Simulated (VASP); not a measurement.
# HfTa3 (Fm-3m) in VASP: further runs, part 2 of 2

VASP 6.6.1. Earlier steps stand in the parts before.

### 4 Single point, PBEsol

This run uses another cell than the first one, of 18.70 Å³/atom, 1.030 times its volume.

The input, INCAR:

```
PREC     = Accurate       # precision mode
ENCUT    = 500            # plane-wave cutoff, eV
EDIFF    = 1E-6           # SCF threshold, eV
ISMEAR   = -1             # smearing method
SIGMA    = 0.05           # smearing width, eV
LREAL    = False          # projectors in reciprocal space
LASPH    = True           # aspherical terms in the spheres
NELM     = 120            # most SCF steps
ALGO     = Normal         # electronic algorithm
ISIF     = 2              # what is computed and relaxed
LWAVE    = False          # write WAVECAR
LCHARG   = False          # write CHGCAR
GGA      = PS             # functional
NBANDS   = 30             # bands
GGA_COMPAT= False
```

The input, KPOINTS:

```
Automatic mesh
0
Gamma
  6 6 6
```

The input, POSCAR:

```
HfTa3
1.0
    0.0000000000      3.3442945599      3.3442945599
    3.3442945599      0.0000000000      3.3442945599
    3.3442945599      3.3442945599      0.0000000000
Hf Ta
1 3
Direct
    0.0000000000      0.0000000000      0.0000000000
    0.5000000000      0.5000000000      0.5000000000
    0.2500000000      0.2500000000      0.2500000000
    0.7500000000      0.7500000000      0.7500000000
```

Potentials or basis: VASP PAW PBE potentials, release 64 (Hf_pv, Ta_pv).

Run with:

```console
$ cat potpaw_PBE.64/Hf_pv/POTCAR potpaw_PBE.64/Ta_pv/POTCAR > POTCAR
$ mpirun -np 1 vasp_std > vasp.out
```

OUTCAR:

```text
PREC = Accurate
   ENCUT = 500
   EDIFF = 1E-6
   ISMEAR = -1
   LREAL = False
   LASPH = True
   NELM = 120
   ISIF = 2
   GGA = PS

 ion  position               nearest neighbor table
   1  0.000  0.000  0.000-   4 2.90   4 2.90   4 2.90   3 2.90   4 2.90   3 2.90   3 2.90   3 2.90
                             2 3.34   2 3.34   2 3.34   2 3.34   2 3.34   2 3.34
   2  0.500  0.500  0.500-   3 2.90   3 2.90   3 2.90   3 2.90   4 2.90   4 2.90   4 2.90   4 2.90
                             1 3.34   1 3.34   1 3.34   1 3.34   1 3.34   1 3.34
   3  0.250  0.250  0.250-   1 2.90   1 2.90   1 2.90   1 2.90   2 2.90   2 2.90   2 2.90   2 2.90
                             4 3.34   4 3.34   4 3.34   4 3.34   4 3.34   4 3.34
   4  0.750  0.750  0.750-   2 2.90   2 2.90   2 2.90   1 2.90   2 2.90   1 2.90   1 2.90   1 2.90
                             3 3.34   3 3.34   3 3.34   3 3.34   3 3.34   3 3.34

  LATTYP: Found a face centered cubic cell.
 ALAT       =     6.6885891198

  Lattice vectors:

 A1 = (   0.0000000000,   3.3442945599,   3.3442945599)
 A2 = (   3.3442945599,   0.0000000000,   3.3442945599)
 A3 = (   3.3442945599,   3.3442945599,   0.0000000000)

Analysis of symmetry for initial positions (statically):
=====================================================================
 Subroutine PRICEL returns:
 Original cell was already a primitive cell.

 Routine SETGRP: Setting up the symmetry group for a
 face centered cubic supercell.

 Subroutine GETGRP returns: Found 48 space group operations
 (whereof 48 operations were pure point group operations)
 out of a pool of 48 trial point group operations.

The static configuration has the point symmetry O_h .

Analysis of symmetry for dynamics (positions and initial velocities):
=====================================================================
 Subroutine PRICEL returns:
 Original cell was already a primitive cell.

 Routine SETGRP: Setting up the symmetry group for a
 face centered cubic supercell.

 Subroutine GETGRP returns: Found 48 space group operations
 (whereof 48 operations were pure point group operations)
 out of a pool of 48 trial point group operations.

The dynamic configuration has the point symmetry O_h .

 Subroutine INISYM returns: Found 48 space group operations
 (whereof 48 operations are pure point group operations),
 and found     1 'primitive' translations

----------------------------------------------------------------------------------------

                                     Primitive cell

  volume of cell :      74.8072

  direct lattice vectors                    reciprocal lattice vectors
     0.000000000  3.344294560  3.344294560    -0.149508361  0.149508361  0.149508361
     3.344294560  0.000000000  3.344294560     0.149508361 -0.149508361  0.149508361
     3.344294560  3.344294560  0.000000000     0.149508361  0.149508361 -0.149508361

  length of vectors
     4.729546723  4.729546723  4.729546723     0.258956078  0.258956078  0.258956078

  position of ions in fractional coordinates (direct lattice)
     0.000000000  0.000000000  0.000000000
     0.500000000  0.500000000  0.500000000
     0.250000000  0.250000000  0.250000000
     0.750000000  0.750000000  0.750000000

  ion indices of the primitive-cell ions
   primitive index   ion index
                 1           1
[... 27 lines left out ...]

 Found     16 irreducible k-points:

 Following reciprocal coordinates:
            Coordinates               Weight
  0.000000  0.000000  0.000000      1.000000
  0.166667  0.000000  0.000000      8.000000
  0.333333  0.000000  0.000000      8.000000
  0.500000  0.000000  0.000000      4.000000
  0.166667  0.166667  0.000000      6.000000
  0.333333  0.166667  0.000000     24.000000
[... 8 lines left out ...]
 -0.333333  0.333333  0.166667     24.000000
 -0.333333  0.500000  0.166667     12.000000
   k-points           NKPTS =     16   k-points in BZ     NKDIM =     16   number of bands    NBANDS=     30
   number of dos      NEDOS =    301   number of ions     NIONS =      4
   total plane-waves  NPLWV =  46656
   dimension x,y,z NGX =    36 NGY =   36 NGZ =   36
   dimension x,y,z NGXF=    72 NGYF=   72 NGZF=   72
   ions per type =               1   3
   NGX,Y,Z   is equivalent  to a cutoff of  12.65, 12.65, 12.65 a.u.
   NGXF,Y,Z  is equivalent  to a cutoff of  25.31, 25.31, 25.31 a.u.
 SYSTEM =  unknown system
   PREC   = accura    normal or accurate (medium, high low for compatibility)
   ISTART =      0    job   : 0-new  1-cont  2-samecut
   ICHARG =      2    charge: 1-file 2-atom 10-const
   ISPIN  =      1    spin polarized calculation?
   LNONCOLLINEAR =      F non collinear calculations
   LSORBIT =      F    spin-orbit coupling
   LASPH  =      T    aspherical Exc in radial PAW
   ENCUT  =  500.0 eV  36.75 Ry    6.06 a.u.   8.62  8.62  8.62*2*pi/ulx,y,z
   NELM   =    120;   NELMIN=  2; NELMDL= -5     # of ELM steps
   EDIFF  = 0.1E-05   stopping-criterion for ELM
   LREAL  =      F    real-space projection
   EDIFFG = 0.1E-04   stopping-criterion for IOM
   NSW    =      0    number of steps for IOM
   IBRION =     -1    ionic relax: 0-MD 1-quasi-New 2-CG
   NFREE  =      0    steps in history (QN), initial steepest desc. (CG)
   ISIF   =      2    stress and relaxation
   ISYM   =      2    0-nonsym 1-usesym 2-fastsym
   POTIM  = 0.5000    time-step for ionic-motion
   TEBEG  =    0.0;   TEEND  =   0.0 temperature during run
   PSTRESS=    0.0 pullay stress
   NELECT =      43.0000    total number of electrons
   NUPDOWN=      -1.0000    fix difference up-down
   EMIN   =  10.00;   EMAX   =-10.00  energy-range for DOS
   EFERMI =   0.00;   METHOD = LEGACY
   ISMEAR =    -1;   SIGMA  =   0.05  broadening in eV -4-tet -1-fermi 0-gaus
   EFERMI_NEDOS =   21; number of points for ismear=-14 and -15
   IALGO  =     38    algorithm
   IMIX   =      4    mixing-type and parameters
     AMIX     =   0.40;   BMIX     =  1.00
     AMIX_MAG =   1.60;   BMIX_MAG =  1.00
  volume/ion in A,a.u.               =      18.70       126.21
  Fermi-wavevector in a.u.,A,eV,Ry     =   1.361183  2.572263 25.209129  1.852819
  Thomas-Fermi vector in A             =   2.487781
   LORBIT       =      0    0 simple, 1 ext, 2 COOP (PROOUT), +10 PAW based schemes
   GGA     = PS    functional components
   LHFCALC =     F    Hartree Fock is set to
   AEXX    =    0.0000 exact exchange contribution
   IVDW    =     0    specifies the selected vdW correction
   LEPSILON=     F    determine dielectric tensor
   LRPA    =     F    only Hartree local field effects (RPA)
 non-spin polarized calculation
  energy-cutoff  :      500.00
  volume of cell :       74.81
 maximum number of plane-waves:      1917
 NGX is ok and might be reduce to    36
   NGX = 17   NGY = 17   NGZ = 17

 number of electron      42.9999997 magnetization

 Free energy of the ion-electron system (eV)
  ---------------------------------------------------
  ext. energy  EPLUGINS =         0.00000000
  ---------------------------------------------------
  free energy    TOTEN  =       -47.77506722 eV

  energy without entropy =      -47.70936955  energy(sigma->0) =      -47.74221839

 E-fermi :   5.1676     XC(G=0): -12.4598

 val. band max:        5.1553095531   @ k =   0.5000   0.1667   0.0000
 cond. band min:       5.1738936166   @ k =   0.5000   0.3333   0.1667
 fundamental gap:      0.0185840634
 Fermi energy:         5.1676236198

 k-point     1 :       0.0000    0.0000    0.0000
  band No.  band energies     occupation
      1     -28.6357      2.00000
      2     -28.6357      2.00000
      3     -28.6357      2.00000
      4     -28.5648      2.00000
      5     -28.5648      2.00000
      6     -28.5648      2.00000
[... 517 lines left out ...]
     29       9.8767      0.00000
     30      10.0599      0.00000

------------------------ aborting loop because EDIFF is reached ----------------------------------------

  FORCE on cell =-STRESS in cart. coord.  units (eV):
  Direction    XX          YY          ZZ          XY          YZ          ZX
  --------------------------------------------------------------------------------------
  -------------------------------------------------------------------------------------
  Total       -1.2977481     -1.2977481     -1.2977481     -0.0000000     -0.0000000      0.0000000
  in kB      -27.7944066    -27.7944066    -27.7944066     -0.0000000     -0.0000000      0.0000000
  external PRESSURE =     -27.7944066 kB  Pullay stress =       0.0000000 kB

 VOLUME and BASIS-vectors are now :
 -----------------------------------------------------------------------------
  energy-cutoff  :      500.00
  volume of cell :       74.81
      direct lattice vectors                 reciprocal lattice vectors
     0.000000000  3.344294560  3.344294560    -0.149508361  0.149508361  0.149508361
     3.344294560  0.000000000  3.344294560     0.149508361 -0.149508361  0.149508361
     3.344294560  3.344294560  0.000000000     0.149508361  0.149508361 -0.149508361

 POSITION                                       TOTAL-FORCE (eV/Angst)
 -----------------------------------------------------------------------------------
      0.00000      0.00000      0.00000        -0.000000     -0.000000      0.000000
      3.34429      3.34429      3.34429        -0.000000     -0.000000      0.000000
      1.67215      1.67215      1.67215        -0.000000      0.000000      0.000000
      5.01644      5.01644      5.01644         0.000000     -0.000000     -0.000000
 -----------------------------------------------------------------------------------
    total drift:                                0.000000      0.000000      0.000000

  FREE ENERGIE OF THE ION-ELECTRON SYSTEM (eV)
  ---------------------------------------------------
  free  energy   TOTEN  =       -47.7750672248 eV

  energy  without entropy=      -47.7093695513  energy(sigma->0) =      -47.74221839
```

Run time: 73 s. Hardware: 1 thread of Intel Xeon 8259CL, shared host; peak memory 0.21 GiB.

What came out:

- Free energy: -47.7751 eV
- Pressure: -2.8 GPa

Levels at points of the mesh, in eV from the Fermi level:
```csv
k point,band 18,band 19,band 20,band 21,band 22,band 23,band 24,band 25
"(0.00, 0.00, 0.00)",-1.12,-0.99,-0.99,-0.99,0.96,0.96,0.96,4.01
"(0.50, 0.00, 0.00)",-1.46,-1.46,-1.15,-0.93,-0.93,-0.65,-0.65,3.92
"(0.50, 0.50, 0.00)",-1.32,-0.95,-0.53,1.16,1.16,1.62,1.62,1.69
```

Caveat: the PAW data sets were made with another functional, which shifts forces and pressure a little; spin-orbit coupling is left out, which moves the levels of the heavy elements.

### 5 Overview

```csv
cell,gap on the mesh (eV),pressure (GPa)
"a = 4.682 Å, angles 60.0°, 4 atoms",none,2.4
"a = 4.706 Å, angles 60.0°, 4 atoms",none,-0.3
"a = 4.730 Å, angles 60.0°, 4 atoms",none,-2.8
```

Alike in all rows: task single point; level PBEsol; potentials or basis VASP PAW PBE potentials, release 64 (Hf_pv, Ta_pv); no spin polarisation; k mesh 6 × 6 × 6; cutoff (eV) 500; smearing fermi-dirac 0.05 eV.

Caveats: the PAW data sets were made with another functional, which shifts forces and pressure a little; spin-orbit coupling is left out, which moves the levels of the heavy elements.

Absolute energies hang on the potentials; compare differences alone.
